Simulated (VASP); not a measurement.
# WS2 (P6_3/mmc) in VASP: a series of runs

Runs on WS2. Level: PBEsol. Tasks: single point.

All numbers are computed with VASP 6.6.1; they aren't measurements. Logs are shortened: lines on timing, memory, paths and dates and some standing lists are left out, and cuts for length are marked.

## Step 1: The cell of the first run

It takes space group P6_3/mmc (No. 194, hexagonal). Conventional cell: a = 2.974 Å, b = 2.974 Å, c = 10.822 Å, α = 90.00°, β = 90.00°, γ = 120.00°. W (site symmetry -6m2) has 6 S at 2.34 Å and 6 W at 2.97 Å within 3.1 Å. Within 3.2 Å of S (site symmetry 3m) lie 3 W at 2.34 Å and 10 S at 2.82 to 3.18 Å.

## Step 2: Single point, PBEsol

INCAR

```
SYSTEM = WS2
ALGO = Normal
EDIFF = 1E-7
ENCUT = 520
GGA = PS
ISIF = 2
ISMEAR = 0
LASPH = .TRUE.
LCHARG = .FALSE.
LREAL = .FALSE.
LWAVE = .FALSE.
NBANDS = 35
NELM = 60
PREC = Accurate
SIGMA = 0.02
```

KPOINTS

```
k-points
0
G
  15 15 4
  0 0 0
```

POSCAR

```
WS2
1.0
    2.9744652007      0.0000000000      0.0000000000
   -1.4872326003      2.5759624265      0.0000000000
    0.0000000000      0.0000000000     10.8219279524
W S
2 4
Direct
    0.3333333333      0.6666666667      0.2500000000
    0.6666666667      0.3333333333      0.7500000000
    0.3333333333      0.6666666667      0.6032435340
    0.6666666667      0.3333333333      0.1032435340
    0.3333333333      0.6666666667      0.8967564660
    0.6666666667      0.3333333333      0.3967564660
```

Potentials or basis: VASP PAW PBE potentials, release 64 (W_sv, S).

Command:

```sh
$ cat potpaw_PBE.64/W_sv/POTCAR potpaw_PBE.64/S/POTCAR > POTCAR
$ mpirun -np 1 vasp_std > vasp.out
```

OUTCAR:

```text
SYSTEM = WS2
   EDIFF = 1E-7
   ENCUT = 520
   GGA = PS
   ISIF = 2
   ISMEAR = 0
   LASPH = .TRUE.
   LREAL = .FALSE.
   NELM = 60
   PREC = Accurate

 ion  position               nearest neighbor table
   1  0.333  0.667  0.250-   4 2.34   6 2.34   4 2.34   6 2.34   4 2.34   6 2.34
   2  0.667  0.333  0.750-   3 2.34   5 2.34   3 2.34   5 2.34   3 2.34   5 2.34
   3  0.333  0.667  0.603-   2 2.34   2 2.34   2 2.34
   4  0.667  0.333  0.103-   1 2.34   1 2.34   1 2.34
   5  0.333  0.667  0.897-   2 2.34   2 2.34   2 2.34
   6  0.667  0.333  0.397-   1 2.34   1 2.34   1 2.34

  LATTYP: Found a hexagonal cell.
 ALAT       =     2.9744652007
 C/A-ratio  =     3.6382768741

  Lattice vectors:

 A1 = (   2.9744652007,   0.0000000000,   0.0000000000)
 A2 = (  -1.4872326003,   2.5759624265,   0.0000000000)
 A3 = (   0.0000000000,   0.0000000000,  10.8219279524)

Analysis of symmetry for initial positions (statically):
=====================================================================
 Subroutine PRICEL returns:
 Original cell was already a primitive cell.

 Routine SETGRP: Setting up the symmetry group for a
 hexagonal supercell.

 Subroutine GETGRP returns: Found 24 space group operations
 (whereof 12 operations were pure point group operations)
 out of a pool of 24 trial point group operations.

The static configuration has the point symmetry D_3d.
 The point group associated with its full space group is D_6h.

Analysis of symmetry for dynamics (positions and initial velocities):
=====================================================================
 Subroutine PRICEL returns:
 Original cell was already a primitive cell.

 Routine SETGRP: Setting up the symmetry group for a
 hexagonal supercell.

 Subroutine GETGRP returns: Found 24 space group operations
 (whereof 12 operations were pure point group operations)
 out of a pool of 24 trial point group operations.

The dynamic configuration has the point symmetry D_3d.
 The point group associated with its full space group is D_6h.

 Subroutine INISYM returns: Found 24 space group operations
 (whereof 12 operations are pure point group operations),
 and found     1 'primitive' translations

----------------------------------------------------------------------------------------

                                     Primitive cell

  volume of cell :      82.9188

  direct lattice vectors                    reciprocal lattice vectors
     2.974465201  0.000000000  0.000000000     0.336194890  0.194102210  0.000000000
    -1.487232600  2.575962426  0.000000000     0.000000000  0.388204420  0.000000000
     0.000000000  0.000000000 10.821927952     0.000000000  0.000000000  0.092404977

  length of vectors
     2.974465201  2.974465201 10.821927952     0.388204420  0.388204420  0.092404977

  position of ions in fractional coordinates (direct lattice)
     0.333333333  0.666666667  0.250000000
     0.666666667  0.333333333  0.750000000
     0.333333333  0.666666667  0.603243534
     0.666666667  0.333333333  0.103243534
     0.333333333  0.666666667  0.896756466
     0.666666667  0.333333333  0.396756466

  ion indices of the primitive-cell ions
   primitive index   ion index
                 1           1
                 2           2
                 3           3
                 4           4
                 5           5
                 6           6

----------------------------------------------------------------------------------------

 KPOINTS: k-points

Automatic generation of k-mesh.
 Grid dimensions read from file:
 generate k-points for:   15   15    4

 Generating k-lattice:

  Cartesian coordinates                     Fractional coordinates (reciprocal lattice)
     0.022412993  0.012940147  0.000000000     0.066666667  0.000000000  0.000000000
     0.000000000  0.025880295  0.000000000     0.000000000  0.066666667  0.000000000
     0.000000000  0.000000000  0.023101244     0.000000000  0.000000000  0.250000000

  Length of vectors
     0.025880295  0.025880295  0.023101244

  Shift w.r.t. Gamma in fractional coordinates (k-lattice)
     0.000000000  0.000000000  0.000000000

 Subroutine IBZKPT returns following result:
 ===========================================

 Found     81 irreducible k-points:

 Following reciprocal coordinates:
            Coordinates               Weight
  0.000000  0.000000  0.000000      1.000000
  0.066667  0.000000  0.000000      6.000000
  0.133333 -0.000000  0.000000      6.000000
  0.200000  0.000000  0.000000      6.000000
  0.266667 -0.000000  0.000000      6.000000
  0.333333 -0.000000  0.000000      6.000000
[... 16 lines left out ...]
  0.333333  0.200000  0.000000     12.000000
  0.400000  0.200000  0.000000      6.000000
 [... further k-points ...]
   k-points           NKPTS =     81   k-points in BZ     NKDIM =     81   number of bands    NBANDS=     35
   number of dos      NEDOS =    301   number of ions     NIONS =      6
   total plane-waves  NPLWV =  46080
   dimension x,y,z NGX =    24 NGY =   24 NGZ =   80
   dimension x,y,z NGXF=    48 NGYF=   48 NGZF=  160
   ions per type =               2   4
   NGX,Y,Z   is equivalent  to a cutoff of  13.41, 13.41, 12.29 a.u.
   NGXF,Y,Z  is equivalent  to a cutoff of  26.83, 26.83, 24.58 a.u.
 SYSTEM =  WS2
   PREC   = accura    normal or accurate (medium, high low for compatibility)
   ISTART =      0    job   : 0-new  1-cont  2-samecut
   ICHARG =      2    charge: 1-file 2-atom 10-const
   ISPIN  =      1    spin polarized calculation?
   LNONCOLLINEAR =      F non collinear calculations
   LSORBIT =      F    spin-orbit coupling
   LASPH  =      T    aspherical Exc in radial PAW
   ENCUT  =  520.0 eV  38.22 Ry    6.18 a.u.   5.53  5.53 20.12*2*pi/ulx,y,z
   NELM   =     60;   NELMIN=  2; NELMDL= -5     # of ELM steps
   EDIFF  = 0.1E-06   stopping-criterion for ELM
   LREAL  =      F    real-space projection
   EDIFFG = 0.1E-05   stopping-criterion for IOM
   NSW    =      0    number of steps for IOM
   IBRION =     -1    ionic relax: 0-MD 1-quasi-New 2-CG
   NFREE  =      0    steps in history (QN), initial steepest desc. (CG)
   ISIF   =      2    stress and relaxation
   ISYM   =      2    0-nonsym 1-usesym 2-fastsym
   POTIM  = 0.5000    time-step for ionic-motion
   TEBEG  =    0.0;   TEEND  =   0.0 temperature during run
   PSTRESS=    0.0 pullay stress
   NELECT =      52.0000    total number of electrons
   NUPDOWN=      -1.0000    fix difference up-down
   EMIN   =  10.00;   EMAX   =-10.00  energy-range for DOS
   EFERMI =   0.00;   METHOD = LEGACY
   ISMEAR =     0;   SIGMA  =   0.02  broadening in eV -4-tet -1-fermi 0-gaus
   EFERMI_NEDOS =   21; number of points for ismear=-14 and -15
   IALGO  =     38    algorithm
   IMIX   =      4    mixing-type and parameters
     AMIX     =   0.40;   BMIX     =  1.00
     AMIX_MAG =   1.60;   BMIX_MAG =  1.00
  volume/ion in A,a.u.               =      13.82        93.26
  Fermi-wavevector in a.u.,A,eV,Ry     =   1.401280  2.648035 26.716205  1.963586
  Thomas-Fermi vector in A             =   2.524157
   LORBIT       =      0    0 simple, 1 ext, 2 COOP (PROOUT), +10 PAW based schemes
   GGA     = PS    functional components
   LHFCALC =     F    Hartree Fock is set to
   AEXX    =    0.0000 exact exchange contribution
   IVDW    =     0    specifies the selected vdW correction
   LEPSILON=     F    determine dielectric tensor
   LRPA    =     F    only Hartree local field effects (RPA)
 non-spin polarized calculation
 Gauss-broadening in eV      SIGMA  =   0.02
  energy-cutoff  :      520.00
  volume of cell :       82.92
 maximum number of plane-waves:      2278
 NGX is ok and might be reduce to    24
   NGX = 11   NGY = 11   NGZ = 41

 number of electron      52.0000007 magnetization

 Free energy of the ion-electron system (eV)
  ---------------------------------------------------
  ext. energy  EPLUGINS =         0.00000000
  ---------------------------------------------------
  free energy    TOTEN  =       -48.95501172 eV

  energy without entropy =      -48.95487839  energy(sigma->0) =      -48.95494505

 E-fermi :  11.3921     XC(G=0): -12.6339

 val. band max:       11.2687304146   @ k =   0.0000   0.0000   0.5000
 cond. band min:      11.4028426315   @ k =   0.2000   0.1333   0.0000
 fundamental gap:      0.1341122169
 Fermi energy:        11.3921283142

 k-point     1 :       0.0000    0.0000    0.0000
  band No.  band energies     occupation
      1     -63.3806      2.00000
      2     -63.3806      2.00000
      3     -27.8429      2.00000
      4     -27.8420      2.00000
      5     -27.4133      2.00000
      6     -27.4133      2.00000
[... 27 lines left out ...]
     34      14.0870      0.00000
     35      16.7066      0.00000

 k-point     2 :       0.0667    0.0000    0.0000
  band No.  band energies     occupation
      1     -63.3787      2.00000
      2     -63.3787      2.00000
      3     -27.8372      2.00000
      4     -27.8363      2.00000
      5     -27.4440      2.00000
      6     -27.4440      2.00000
[... 27 lines left out ...]
     34      14.0341      0.00000
     35      17.1185      0.00000

 k-point     3 :       0.1333   -0.0000    0.0000
  band No.  band energies     occupation
      1     -63.3733      2.00000
      2     -63.3732      2.00000
      3     -27.8208      2.00000
      4     -27.8200      2.00000
      5     -27.5303      2.00000
      6     -27.5303      2.00000
[... 27 lines left out ...]
     34      14.3530      0.00000
     35      18.0342      0.00000

 k-point     4 :       0.2000    0.0000    0.0000
  band No.  band energies     occupation
      1     -63.3652      2.00000
      2     -63.3652      2.00000
      3     -27.7965      2.00000
      4     -27.7958      2.00000
      5     -27.6554      2.00000
      6     -27.6553      2.00000
[... 27 lines left out ...]
     34      14.9854      0.00000
     35      17.9837      0.00000

 k-point     5 :       0.2667   -0.0000    0.0000
  band No.  band energies     occupation
      1     -63.3560      2.00000
      2     -63.3560      2.00000
      3     -27.7961      2.00000
      4     -27.7960      2.00000
      5     -27.7685      2.00000
      6     -27.7680      2.00000
[... 638 lines left out ...]
 k-point    22 :       0.2667    0.2000    0.0000
  band No.  band energies     occupation
      1     -63.3386      2.00000
      2     -63.3386      2.00000
      3     -27.9610      2.00000
      4     -27.9610      2.00000
      5     -27.7153      2.00000
      6     -27.7150      2.00000
[... 27 lines left out ...]
     34      16.8621      0.00000
     35      17.0613      0.00000

 k-point    23 :       0.3333    0.2000    0.0000
  band No.  band energies     occupation
      1     -63.3342      2.00000
      2     -63.3341      2.00000
      3     -27.9998      2.00000
      4     -27.9998      2.00000
      5     -27.7041      2.00000
      6     -27.7041      2.00000
[... 27 lines left out ...]
     34      16.7929      0.00000
     35      17.1792      0.00000

 k-point    24 :       0.4000    0.2000    0.0000
  band No.  band energies     occupation
      1     -63.3326      2.00000
      2     -63.3326      2.00000
      3     -28.0129      2.00000
      4     -28.0129      2.00000
      5     -27.7197      2.00000
      6     -27.7197      2.00000
[... 27 lines left out ...]
     34      17.1074      0.00000
     35      17.1856      0.00000

 [... further k-points ...]

------------------------ aborting loop because EDIFF is reached ----------------------------------------

  FORCE on cell =-STRESS in cart. coord.  units (eV):
  Direction    XX          YY          ZZ          XY          YZ          ZX
  --------------------------------------------------------------------------------------
  -------------------------------------------------------------------------------------
  Total       15.6767799     15.6767799     15.7321062      0.0000000     -0.0000000     -0.0000000
  in kB      302.9105423    302.9105423    303.9795699      0.0000000     -0.0000000     -0.0000000
  external PRESSURE =     303.2668848 kB  Pullay stress =       0.0000000 kB

 VOLUME and BASIS-vectors are now :
 -----------------------------------------------------------------------------
  energy-cutoff  :      520.00
  volume of cell :       82.92
      direct lattice vectors                 reciprocal lattice vectors
     2.974465201  0.000000000  0.000000000     0.336194890  0.194102210  0.000000000
    -1.487232600  2.575962426  0.000000000     0.000000000  0.388204420  0.000000000
     0.000000000  0.000000000 10.821927952     0.000000000  0.000000000  0.092404977

 POSITION                                       TOTAL-FORCE (eV/Angst)
 -----------------------------------------------------------------------------------
     -0.00000      1.71731      2.70548        -0.000000      0.000000     -0.000000
      1.48723      0.85865      8.11645         0.000000     -0.000000     -0.000000
     -0.00000      1.71731      6.52826         0.000000      0.000000     -0.011204
      1.48723      0.85865      1.11729         0.000000      0.000000     -0.011204
     -0.00000      1.71731      9.70463        -0.000000      0.000000      0.011204
      1.48723      0.85865      4.29367        -0.000000     -0.000000      0.011204
 -----------------------------------------------------------------------------------
    total drift:                                0.000000     -0.000000      0.000000

  FREE ENERGIE OF THE ION-ELECTRON SYSTEM (eV)
  ---------------------------------------------------
  free  energy   TOTEN  =       -48.9550117160 eV

  energy  without entropy=      -48.9548783919  energy(sigma->0) =      -48.95494505
```

Run time: 1.8 min. Hardware: 1 thread of Intel Xeon 6975P-C (Granite Rapids), shared host; peak memory 0.33 GiB.

What came out:

| Quantity | Value |
| --- | --- |
| Free energy | -48.9550 eV |
| Pressure | 30.3 GPa |
| Largest force | 0.011 eV/Å |
| Band gap on the k mesh | zero (bands 26 and 27 overlap by 0.07 eV) |

Forces on the atoms (eV/Å):
```
W    0.000  0.000  0.000
W    0.000  0.000  0.000
S    0.000  0.000 -0.011
S    0.000  0.000 -0.011
S    0.000  0.000  0.011
S    0.000  0.000  0.011
```

Stress tensor (GPa, compression positive):
```
30.29  0.00  0.00
 0.00 30.29  0.00
 0.00  0.00 30.40
```

Caveat: the cell stands under pressure; the PAW data sets were made with another functional, which shifts forces and pressure a little; spin-orbit coupling is left out, which moves the levels of the heavy elements.

## Step 3: Single point, PBEsol

This run uses another cell than the first one, of 15.84 Å³/atom.

INCAR, as its differences from that of step 2:

```diff
@@ -2,3 +2,3 @@
 ALGO = Normal
-EDIFF = 1E-7
+EDIFF = 1E-6
 ENCUT = 520
```

KPOINTS

```
k-points
0
G
  12 12 4
  0 0 0
```

POSCAR

```
WS2
1.0
    3.0883107684      0.0000000000      0.0000000000
   -1.5441553842      2.6745555802      0.0000000000
    0.0000000000      0.0000000000     11.5039090168
W S
2 4
Direct
    0.3333333333      0.6666666667      0.2500000000
    0.6666666667      0.3333333333      0.7500000000
    0.3333333333      0.6666666667      0.6130634261
    0.6666666667      0.3333333333      0.1130634261
    0.3333333333      0.6666666667      0.8869365739
    0.6666666667      0.3333333333      0.3869365739
```

Potentials or basis: VASP PAW PBE potentials, release 64 (W_sv, S).

Command:

```sh
$ cat potpaw_PBE.64/W_sv/POTCAR potpaw_PBE.64/S/POTCAR > POTCAR
$ mpirun -np 1 vasp_std > vasp.out
```

Wall time 82 s (1 thread of Intel Xeon 6975P-C (Granite Rapids), shared host); peak memory 0.3 GiB.

The run converged. Its results:

| Quantity | Value |
| --- | --- |
| Free energy | -50.2973 eV |
| Pressure | 8.2 GPa |
| Largest force | 0.017 eV/Å |
| Band gap on the k mesh | 0.51 eV (least direct gap 1.92 eV) |

Forces in eV/Å, atoms in the order of the input:
```
W    0.000  0.000  0.000
W    0.000  0.000  0.000
S    0.000  0.000 -0.017
S    0.000  0.000 -0.017
S    0.000  0.000  0.017
S    0.000  0.000  0.017
```

Stress tensor (GPa, compression positive):
```
8.16 0.00 0.00
0.00 8.16 0.00
0.00 0.00 8.25
```

Levels at points of the mesh, in eV from the valence-band top:
| k point | band 22 | band 23 | band 24 | band 25 | band 26 | band 27 | band 28 | band 29 | band 30 | band 31 |
| --- | --- | --- | --- | --- | --- | --- | --- | --- | --- | --- |
| (0.00, 0.00, 0.00) | -2.30 | -2.30 | -1.79 | -1.12 | 0.00 | 2.11 | 2.11 | 2.20 | 2.20 | 2.22 |
| (0.50, 0.00, 0.00) | -3.04 | -2.27 | -2.18 | -1.81 | -1.76 | 2.34 | 2.35 | 2.44 | 2.90 | 3.01 |
| (0.00, 0.00, 0.50) | -2.37 | -2.37 | -2.37 | -0.29 | -0.29 | 2.15 | 2.15 | 2.15 | 2.15 | 2.39 |
| (0.50, 0.00, 0.50) | -3.36 | -2.01 | -2.01 | -1.95 | -1.95 | 2.38 | 2.38 | 2.74 | 2.74 | 3.30 |

Caveat: the cell stands under pressure; the PAW data sets were made with another functional, which shifts forces and pressure a little; spin-orbit coupling is left out, which moves the levels of the heavy elements. A k mesh can miss the band edges.

## Step 4: Single point, PBEsol

This run uses another cell than the first one, of 15.84 Å³/atom.

INCAR

```
PREC = Accurate
ENCUT = 520
EDIFF = 1E-7
ISMEAR = 0
SIGMA = 0.02
LREAL = False
LASPH = True
NELM = 60
ALGO = Normal
ISIF = 2
LWAVE = False
LCHARG = True
GGA = PS
LELF = True
LVHAR = True
NBANDS = 35
```

KPOINTS

```
Automatic mesh
0
Gamma
  12 12 4
```

POSCAR is that of step 3.

Command:

```sh
$ cat potpaw_PBE.64/W_sv/POTCAR potpaw_PBE.64/S/POTCAR > POTCAR
$ mpirun -np 1 vasp_std > vasp.out
```

Run time: 92 s. Hardware: 1 thread of Intel Xeon 6975P-C (Granite Rapids), shared host; peak memory 0.3 GiB.

The run converged. Its results:

| Property | Result |
| --- | --- |
| Free energy | -50.2973 eV |
| Pressure | 8.2 GPa |
| Largest force | 0.017 eV/Å |
| Band gap on the k mesh | 0.51 eV (least direct gap 1.92 eV) |

Forces in eV/Å, atoms in the order of the input:
```
W    0.000  0.000  0.000
W    0.000  0.000  0.000
S    0.000  0.000 -0.017
S    0.000  0.000 -0.017
S    0.000  0.000  0.017
S    0.000  0.000  0.017
```

Stress tensor (GPa, compression positive):
```
8.16 0.00 0.00
0.00 8.16 0.00
0.00 0.00 8.25
```

Levels at points of the mesh, in eV from the valence-band top:
```tsv
k point	band 24	band 25	band 26	band 27	band 28	band 29
(0.00, 0.00, 0.00)	-1.79	-1.12	0.00	2.11	2.11	2.20
(0.50, 0.00, 0.00)	-2.18	-1.81	-1.76	2.34	2.35	2.44
(0.00, 0.00, 0.50)	-2.37	-0.29	-0.29	2.15	2.15	2.15
(0.50, 0.00, 0.50)	-2.01	-1.95	-1.95	2.38	2.38	2.74
```

Caveat: the cell stands under pressure; the PAW data sets were made with another functional, which shifts forces and pressure a little; spin-orbit coupling is left out, which moves the levels of the heavy elements. A k mesh can miss the band edges.

The gap in the log of VASP goes by the Fermi energy; the results here count the filled bands.